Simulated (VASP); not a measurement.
# SbMo2 (P6/mmm) in VASP: a series of runs

The runs below take SbMo2 through relaxation of cell and atoms, single point, with PBE.

All numbers are computed with VASP 6.6.1; they aren't measurements. Logs are shortened: lines on timing, memory, paths and dates and some standing lists are left out, and cuts for length are marked.

**1. The cell of the first run**

Symmetry: P6/mmm, No. 191, hexagonal system. Conventional cell: a = 4.816 Å, b = 4.816 Å, c = 2.952 Å, α = 90.00°, β = 90.00°, γ = 120.00°. Sb (site symmetry 6/mmm) has 2 Sb at 2.95 Å and 12 Mo at 3.15 Å within 3.9 Å. Mo (site symmetry -6m2) has 5 Mo at 2.78 to 2.95 Å and 6 Sb at 3.15 Å within 3.7 Å.

**2. Relaxation of cell and atoms, PBE**

Contents of INCAR:

```
SYSTEM = SbMo2
PREC     = Accurate       ! precision mode
ENCUT    = 600            ! plane-wave cutoff, eV
EDIFF    = 1E-6           ! SCF threshold, eV
ISMEAR   = 0              ! smearing method
SIGMA    = 0.1            ! smearing width, eV
LREAL    = .False.        ! projectors in reciprocal space
LASPH    = .True.         ! aspherical terms in the spheres
NELM     = 60             ! most SCF steps
ALGO     = Normal         ! electronic algorithm
ISIF     = 3              ! what is computed and relaxed
LWAVE    = .False.        ! write WAVECAR
LCHARG   = .False.        ! write CHGCAR
GGA      = PE             ! functional
IBRION   = 2              ! ionic algorithm
NSW      = 90             ! ionic steps
EDIFFG   = -0.04          ! ionic threshold
```

Contents of KPOINTS:

```
regular mesh
0
Gamma
  6 6 6
  0 0 0
```

Contents of POSCAR:

```
SbMo2
1.0
    4.8156643200      0.0000000000      0.0000000000
   -2.4078321600      4.1704876400      0.0000000000
    0.0000000000      0.0000000000      2.9520022300
Sb Mo
1 2
Direct
    0.0000000000      0.0000000000      0.0000000000
    0.3333333300      0.6666666700      0.5000000000
    0.6666666700      0.3333333300      0.5000000000
```

Potentials or basis: VASP PAW PBE potentials, release 64 (Sb, Mo_sv).

Command:

```sh
> cat potpaw_PBE.64/Sb/POTCAR potpaw_PBE.64/Mo_sv/POTCAR > POTCAR
> mpirun -np 1 vasp_std > vasp.out
```

OUTCAR:

```text
SYSTEM = SbMo2
   PREC = Accurate
   ENCUT = 600
   EDIFF = 1E-6
   ISMEAR = 0
   LREAL = .False.
   LASPH = .True.
   NELM = 60
   ISIF = 3
   GGA = PE
   IBRION = 2
   NSW = 90
   EDIFFG = -0.04

 ion  position               nearest neighbor table
   1  0.000  0.000  0.000-   2 3.15   3 3.15   2 3.15   3 3.15   3 3.15   3 3.15   2 3.15   2 3.15
                             3 3.15   3 3.15   2 3.15   2 3.15
   2  0.333  0.667  0.500-   3 2.78   3 2.78   3 2.78   1 3.15   1 3.15   1 3.15   1 3.15   1 3.15
                             1 3.15
   3  0.667  0.333  0.500-   2 2.78   2 2.78   2 2.78   1 3.15   1 3.15   1 3.15   1 3.15   1 3.15
                             1 3.15

  LATTYP: Found a hexagonal cell.
 ALAT       =     4.8156643200
 C/A-ratio  =     0.6130000004

  Lattice vectors:

 A1 = (   4.8156643200,   0.0000000000,   0.0000000000)
 A2 = (  -2.4078321600,   4.1704876400,   0.0000000000)
 A3 = (   0.0000000000,   0.0000000000,   2.9520022300)

Analysis of symmetry for initial positions (statically):
=====================================================================
 Subroutine PRICEL returns:
 Original cell was already a primitive cell.

 Routine SETGRP: Setting up the symmetry group for a
 hexagonal supercell.

 Subroutine GETGRP returns: Found 24 space group operations
 (whereof 24 operations were pure point group operations)
 out of a pool of 24 trial point group operations.

The static configuration has the point symmetry D_6h.

Analysis of symmetry for dynamics (positions and initial velocities):
=====================================================================
 Subroutine PRICEL returns:
 Original cell was already a primitive cell.

 Routine SETGRP: Setting up the symmetry group for a
 hexagonal supercell.

 Subroutine GETGRP returns: Found 24 space group operations
 (whereof 24 operations were pure point group operations)
 out of a pool of 24 trial point group operations.

The dynamic configuration has the point symmetry D_6h.

 Subroutine INISYM returns: Found 24 space group operations
 (whereof 24 operations are pure point group operations),
 and found     1 'primitive' translations

----------------------------------------------------------------------------------------

                                     Primitive cell

  volume of cell :      59.2870

  direct lattice vectors                    reciprocal lattice vectors
     4.815664320  0.000000000  0.000000000     0.207655670  0.119890057  0.000000000
    -2.407832160  4.170487640  0.000000000     0.000000000  0.239780114  0.000000000
     0.000000000  0.000000000  2.952002230     0.000000000  0.000000000  0.338753132

  length of vectors
     4.815664320  4.815664322  2.952002230     0.239780114  0.239780114  0.338753132

  position of ions in fractional coordinates (direct lattice)
     0.000000000  0.000000000  0.000000000
     0.333333330  0.666666670  0.500000000
     0.666666670  0.333333330  0.500000000

  ion indices of the primitive-cell ions
   primitive index   ion index
                 1           1
                 2           2
                 3           3

----------------------------------------------------------------------------------------

 KPOINTS: regular mesh

Automatic generation of k-mesh.
 Grid dimensions read from file:
 generate k-points for:    6    6    6

 Generating k-lattice:

  Cartesian coordinates                     Fractional coordinates (reciprocal lattice)
     0.034609278  0.019981676  0.000000000     0.166666667  0.000000000  0.000000000
     0.000000000  0.039963352  0.000000000     0.000000000  0.166666667  0.000000000
     0.000000000  0.000000000  0.056458855     0.000000000  0.000000000  0.166666667

  Length of vectors
     0.039963352  0.039963352  0.056458855

  Shift w.r.t. Gamma in fractional coordinates (k-lattice)
     0.000000000  0.000000000  0.000000000

 Subroutine IBZKPT returns following result:
 ===========================================

 Found     28 irreducible k-points:

 Following reciprocal coordinates:
            Coordinates               Weight
  0.000000  0.000000  0.000000      1.000000
  0.166667  0.000000  0.000000      6.000000
  0.333333  0.000000  0.000000      6.000000
  0.500000  0.000000  0.000000      3.000000
  0.166667  0.166667  0.000000      6.000000
  0.333333  0.166667  0.000000     12.000000
[... 16 lines left out ...]
  0.166667  0.000000  0.500000      6.000000
  0.333333  0.000000  0.500000      6.000000
 [... further k-points ...]
   k-points           NKPTS =     28   k-points in BZ     NKDIM =     28   number of bands    NBANDS=     20
   number of dos      NEDOS =    301   number of ions     NIONS =      3
   total plane-waves  NPLWV =  38400
   dimension x,y,z NGX =    40 NGY =   40 NGZ =   24
   dimension x,y,z NGXF=    80 NGYF=   80 NGZF=   48
   ions per type =               1   2
   NGX,Y,Z   is equivalent  to a cutoff of  13.81, 13.81, 13.52 a.u.
   NGXF,Y,Z  is equivalent  to a cutoff of  27.62, 27.62, 27.03 a.u.
 SYSTEM =  SbMo2
   PREC   = accura    normal or accurate (medium, high low for compatibility)
   ISTART =      0    job   : 0-new  1-cont  2-samecut
   ICHARG =      2    charge: 1-file 2-atom 10-const
   ISPIN  =      1    spin polarized calculation?
   LNONCOLLINEAR =      F non collinear calculations
   LSORBIT =      F    spin-orbit coupling
   LASPH  =      T    aspherical Exc in radial PAW
   ENCUT  =  600.0 eV  44.10 Ry    6.64 a.u.   9.62  9.62  5.90*2*pi/ulx,y,z
   NELM   =     60;   NELMIN=  2; NELMDL= -5     # of ELM steps
   EDIFF  = 0.1E-05   stopping-criterion for ELM
   LREAL  =      F    real-space projection
   EDIFFG = -.4E-01   stopping-criterion for IOM
   NSW    =     90    number of steps for IOM
   IBRION =      2    ionic relax: 0-MD 1-quasi-New 2-CG
   NFREE  =      1    steps in history (QN), initial steepest desc. (CG)
   ISIF   =      3    stress and relaxation
   ISYM   =      2    0-nonsym 1-usesym 2-fastsym
   POTIM  = 0.5000    time-step for ionic-motion
   TEBEG  =    0.0;   TEEND  =   0.0 temperature during run
   PSTRESS=    0.0 pullay stress
   NELECT =      33.0000    total number of electrons
   NUPDOWN=      -1.0000    fix difference up-down
   EMIN   =  10.00;   EMAX   =-10.00  energy-range for DOS
   EFERMI =   0.00;   METHOD = LEGACY
   ISMEAR =     0;   SIGMA  =   0.10  broadening in eV -4-tet -1-fermi 0-gaus
   EFERMI_NEDOS =   21; number of points for ismear=-14 and -15
   IALGO  =     38    algorithm
   IMIX   =      4    mixing-type and parameters
     AMIX     =   0.40;   BMIX     =  1.00
     AMIX_MAG =   1.60;   BMIX_MAG =  1.00
  volume/ion in A,a.u.               =      19.76       133.36
  Fermi-wavevector in a.u.,A,eV,Ry     =   1.346665  2.544828 24.674255  1.813507
  Thomas-Fermi vector in A             =   2.474478
   LORBIT       =      0    0 simple, 1 ext, 2 COOP (PROOUT), +10 PAW based schemes
   GGA     = PE    functional components
   LHFCALC =     F    Hartree Fock is set to
   AEXX    =    0.0000 exact exchange contribution
   IVDW    =     0    specifies the selected vdW correction
   LEPSILON=     F    determine dielectric tensor
   LRPA    =     F    only Hartree local field effects (RPA)
 conjugate gradient relaxation of ions
 non-spin polarized calculation
 Gauss-broadening in eV      SIGMA  =   0.10
  energy-cutoff  :      600.00
  volume of cell :       59.29
 maximum number of plane-waves:      2004
 NGX is ok and might be reduce to    40
   NGX = 19   NGY = 19   NGZ = 11

--------------------------------------- Ionic step        1  -------------------------------------------

 number of electron      33.0000000 magnetization

 Free energy of the ion-electron system (eV)
  ---------------------------------------------------
  ext. energy  EPLUGINS =         0.00000000
  ---------------------------------------------------
  free energy    TOTEN  =       -23.55276218 eV

  energy without entropy =      -23.53628403  energy(sigma->0) =      -23.54452310

------------------------ aborting loop because EDIFF is reached ----------------------------------------

  FORCE on cell =-STRESS in cart. coord.  units (eV):
  Direction    XX          YY          ZZ          XY          YZ          ZX
  --------------------------------------------------------------------------------------
  -------------------------------------------------------------------------------------
  Total       -5.5665449     -5.5665449     -1.1005248      0.0000000     -0.0000000      0.0000000
  in kB     -150.4307320   -150.4307322    -29.7406671      0.0000000     -0.0000000      0.0000000
  external PRESSURE =    -110.2007105 kB  Pullay stress =       0.0000000 kB

 VOLUME and BASIS-vectors are now :
 -----------------------------------------------------------------------------
  energy-cutoff  :      600.00
  volume of cell :       59.29
      direct lattice vectors                 reciprocal lattice vectors
     4.815664320  0.000000000  0.000000000     0.207655670  0.119890057  0.000000000
    -2.407832160  4.170487640  0.000000000     0.000000000  0.239780114  0.000000000
     0.000000000  0.000000000  2.952002230     0.000000000  0.000000000  0.338753132
[... 223 lines left out ...]
 POSITION                                       TOTAL-FORCE (eV/Angst)
 -----------------------------------------------------------------------------------
     -2.25081      3.89852      0.00000         0.000000      0.000000      0.000000
     -0.00000      2.59901      1.67798         0.000000     -0.000000      0.000000
      2.25081      1.29951      1.67798        -0.000000      0.000000      0.000000
 -----------------------------------------------------------------------------------
    total drift:                                0.000000     -0.000000      0.000000

  FREE ENERGIE OF THE ION-ELECTRON SYSTEM (eV)
  ---------------------------------------------------
  free  energy   TOTEN  =       -24.0179486062 eV

  energy  without entropy=      -23.9977390109  energy(sigma->0) =      -24.00784381

--------------------------------------- Ionic step        8  -------------------------------------------

 number of electron      33.0000000 magnetization

 Free energy of the ion-electron system (eV)
  ---------------------------------------------------
  ext. energy  EPLUGINS =         0.00000000
  ---------------------------------------------------
  free energy    TOTEN  =       -24.09034104 eV

  energy without entropy =      -24.06995742  energy(sigma->0) =      -24.08014923

 E-fermi :  11.2952     XC(G=0): -12.1793

 val. band max:       11.2651338808   @ k =   0.3333   0.1667   0.3333
 cond. band min:      11.3127796161   @ k =   0.3333   0.0000   0.1667
 fundamental gap:      0.0476457353
 Fermi energy:        11.2952420819

 k-point     1 :       0.0000    0.0000    0.0000
  band No.  band energies     occupation
      1     -49.4355      2.00000
      2     -49.1105      2.00000
      3     -23.9214      2.00000
      4     -23.9214      2.00000
      5     -23.5065      2.00000
      6     -23.2368      2.00000
[... 12 lines left out ...]
     19      13.0349      0.00000
     20      13.0349      0.00000
[... 507 lines left out ...]
 k-point    24 :       0.3333    0.0000    0.5000
  band No.  band energies     occupation
      1     -49.3536      2.00000
      2     -49.1672      2.00000
      3     -23.9676      2.00000
      4     -23.7370      2.00000
      5     -23.6503      2.00000
      6     -23.4699      2.00000
[... 12 lines left out ...]
     19      12.6722      0.00000
     20      14.1007      0.00000

 [... further k-points ...]

------------------------ aborting loop because EDIFF is reached ----------------------------------------

  FORCE on cell =-STRESS in cart. coord.  units (eV):
  Direction    XX          YY          ZZ          XY          YZ          ZX
  --------------------------------------------------------------------------------------
  -------------------------------------------------------------------------------------
  Total        0.0361113      0.0361113     -0.0753711      0.0000000     -0.0000000      0.0000000
  in kB        1.0377082      1.0377082     -2.1658937      0.0000000     -0.0000000      0.0000000
  external PRESSURE =      -0.0301591 kB  Pullay stress =       0.0000000 kB

 VOLUME and BASIS-vectors are now :
 -----------------------------------------------------------------------------
  energy-cutoff  :      600.00
  volume of cell :       55.75
      direct lattice vectors                 reciprocal lattice vectors
     4.456267343  0.000000000  0.000000000     0.224403054  0.129559163  0.000000000
    -2.228133672  3.859240727  0.000000000    -0.000000000  0.259118327  0.000000000
    -0.000000000 -0.000000000  3.241939763     0.000000000 -0.000000000  0.308457304

 POSITION                                       TOTAL-FORCE (eV/Angst)
 -----------------------------------------------------------------------------------
      0.00000      0.00000      0.00000         0.000000      0.000000      0.000000
     -0.00000      2.57283      1.62097        -0.000000      0.000000     -0.000000
      2.22813      1.28641      1.62097         0.000000     -0.000000      0.000000
 -----------------------------------------------------------------------------------
    total drift:                                0.000000     -0.000000      0.000000

  FREE ENERGIE OF THE ION-ELECTRON SYSTEM (eV)
  ---------------------------------------------------
  free  energy   TOTEN  =       -24.0903410399 eV

  energy  without entropy=      -24.0699574186  energy(sigma->0) =      -24.08014923

 reached required accuracy - stopping structural energy minimisation
```

It took 3.4 min on 1 thread of Oxide Virtual Turin-like, shared host; peak memory 0.19 GiB.

Results:

```
Free energy                           : -24.0903 eV
Relaxed volume                        : 18.58 Å³/atom
Relaxed cell                          : a = 4.456 Å, b = 4.456 Å, c = 3.242 Å, α = 90.00°, β = 90.00°, γ = 120.00°
Space group after relaxing (to 0.1 Å) : P6/mmm (No. 191)
Energy gained by relaxing             : 179.2 meV/atom
Ionic steps                           : 8
Pressure after relaxing               : 0.0 GPa
Band gap on the k mesh                : zero (an odd number of electrons rules out a gap without spin polarisation)
```

Stress tensor (GPa, compression positive):
```
 0.10  0.00  0.00
 0.00  0.10  0.00
 0.00  0.00 -0.22
```

Step by step:
```tsv
step	energy change (eV)	largest force (eV/Å)	pressure (GPa)	volume (Å³)
1	0.0000	0.0000	-11.02	59.29
2	0.0631	0.0000	26.11	48.28
3	-0.2859	0.0000	2.66	53.55
4	-0.4667	0.0000	4.80	53.47
5	-0.4797	0.0000	7.94	53.29
6	-0.4890	0.0000	6.72	53.37
7	-0.4652	0.0000	-6.62	58.90
8	-0.5376	0.0000	0.00	55.75
```

Final structure:
```cif
data_structure
_symmetry_space_group_name_H-M 'P 1'
_symmetry_Int_Tables_number 1
_cell_length_a 4.4563
_cell_length_b 4.4563
_cell_length_c 3.2419
_cell_angle_alpha 90.000
_cell_angle_beta 90.000
_cell_angle_gamma 120.000
_cell_volume 55.75
loop_
_atom_site_label
_atom_site_type_symbol
_atom_site_fract_x
_atom_site_fract_y
_atom_site_fract_z
_atom_site_occupancy
Sb1 Sb 0.00000 0.00000 0.00000 1
Mo1 Mo 0.33333 0.66667 0.50000 1
Mo2 Mo 0.66667 0.33333 0.50000 1
```

Levels at points of the mesh, in eV from the Fermi level:
| k point | band 14 | band 15 | band 16 | band 17 | band 18 | band 19 | band 20 |
| --- | --- | --- | --- | --- | --- | --- | --- |
| (0.00, 0.00, 0.00) | -0.72 | -0.72 | -0.65 | -0.65 | 1.06 | 1.74 | 1.74 |
| (0.50, 0.00, 0.00) | -1.59 | -1.37 | -1.34 | -1.04 | 1.18 | 1.85 | 2.64 |
| (0.00, 0.00, 0.50) | -2.32 | -1.35 | -1.35 | -0.24 | -0.24 | 1.18 | 3.36 |
| (0.50, 0.00, 0.50) | -2.14 | -1.82 | -0.04 | 1.25 | 2.06 | 2.21 | 3.33 |

Caveat: spin-orbit coupling is left out, which moves the levels of the heavy elements.

**3. Single point, PBE**

This run uses another cell than the first one, of 18.52 Å³/atom.

Contents of INCAR:

```
SYSTEM = SbMo2
ALGO = Fast
EDIFF = 1E-7
ENCUT = 520
GGA = PE
ISIF = 2
ISMEAR = 0
LASPH = .TRUE.
LCHARG = .TRUE.
LELF = .TRUE.
LREAL = .FALSE.
LVHAR = .TRUE.
LWAVE = .FALSE.
NBANDS = 24
NELM = 100
PREC = Accurate
SIGMA = 0.1
```

Contents of KPOINTS:

```
k-points
0
G
  12 12 14
  0 0 0
```

Contents of POSCAR:

```
SbMo2
1.0
    4.4669043707      0.0000000000      0.0000000000
   -2.2334521853      3.8684526613      0.0000000000
    0.0000000000      0.0000000000      3.2152976045
Sb Mo
1 2
Direct
    0.0000000000      0.0000000000      0.0000000000
    0.3333333333      0.6666666667      0.5000000000
    0.6666666667      0.3333333333      0.5000000000
```

Potentials or basis: VASP PAW PBE potentials, release 64 (Sb, Mo_sv).

Command:

```sh
> cat potpaw_PBE.64/Sb/POTCAR potpaw_PBE.64/Mo_sv/POTCAR > POTCAR
> mpirun -np 1 vasp_std > vasp.out
```

OUTCAR:

```text
SYSTEM = SbMo2
   EDIFF = 1E-7
   ENCUT = 520
   GGA = PE
   ISIF = 2
   ISMEAR = 0
   LASPH = .TRUE.
   LREAL = .FALSE.
   NELM = 100
   PREC = Accurate

 ion  position               nearest neighbor table
   1  0.000  0.000  0.000-   2 3.04   3 3.04   2 3.04   3 3.04   2 3.04   2 3.04   3 3.04   3 3.04
                             3 3.04   3 3.04   2 3.04   2 3.04
   2  0.333  0.667  0.500-   3 2.58   3 2.58   3 2.58   1 3.04   1 3.04   1 3.04   1 3.04   1 3.04
                             1 3.04
[... 850 lines left out ...]
  FORCE on cell =-STRESS in cart. coord.  units (eV):
  Direction    XX          YY          ZZ          XY          YZ          ZX
  --------------------------------------------------------------------------------------
  -------------------------------------------------------------------------------------
  Total        0.0793073      0.0793073      0.0095457      0.0000000      0.0000000      0.0000000
  in kB        2.2869591      2.2869591      0.2752653      0.0000000      0.0000000      0.0000000
  external PRESSURE =       1.6163945 kB  Pullay stress =       0.0000000 kB

 VOLUME and BASIS-vectors are now :
 -----------------------------------------------------------------------------
  energy-cutoff  :      520.00
  volume of cell :       55.56
      direct lattice vectors                 reciprocal lattice vectors
     4.466904371  0.000000000  0.000000000     0.223868683  0.129250645  0.000000000
    -2.233452185  3.868452661  0.000000000     0.000000000  0.258501289  0.000000000
     0.000000000  0.000000000  3.215297604     0.000000000  0.000000000  0.311013201

 POSITION                                       TOTAL-FORCE (eV/Angst)
 -----------------------------------------------------------------------------------
      0.00000      0.00000      0.00000        -0.000000      0.000000     -0.000000
     -0.00000      2.57897      1.60765        -0.000000      0.000000      0.000000
      2.23345      1.28948      1.60765         0.000000      0.000000     -0.000000
 -----------------------------------------------------------------------------------
    total drift:                                0.000000     -0.000000     -0.000000

  FREE ENERGIE OF THE ION-ELECTRON SYSTEM (eV)
  ---------------------------------------------------
  free  energy   TOTEN  =       -24.0804380658 eV

  energy  without entropy=      -24.0654634813  energy(sigma->0) =      -24.07295077
```

stdout:

```text
POSCAR found type information on POSCAR SbMo
 POSCAR found :  2 types and       3 ions
 scaLAPACK will be used
 LDA part: xc-table for (Slater+PW92), standard interpolation
 POSCAR, INCAR and KPOINTS ok, starting setup
 FFT: planning ... GRIDC
 FFT: planning ... GRID_SOFT
 FFT: planning ... GRID
 WAVECAR not read
 entering main loop
WARNING in EDDRMM: call to ZHEGV failed, returncode =   8  4     24
```

Wall time 3.6 min (1 thread of Oxide Virtual Turin-like, shared host); peak memory 0.28 GiB.

What came out:

| Property | Result |
| --- | --- |
| Free energy | -24.0804 eV |
| Pressure | 0.2 GPa |
| Band gap on the k mesh | zero (an odd number of electrons rules out a gap without spin polarisation) |

Stress tensor (GPa, compression positive):
```
0.23 0.00 0.00
0.00 0.23 0.00
0.00 0.00 0.03
```

Caveat: spin-orbit coupling is left out, which moves the levels of the heavy elements.

(Continued in part 2 of 2.)

The gap in the log of VASP goes by the Fermi energy; the results here count the filled bands.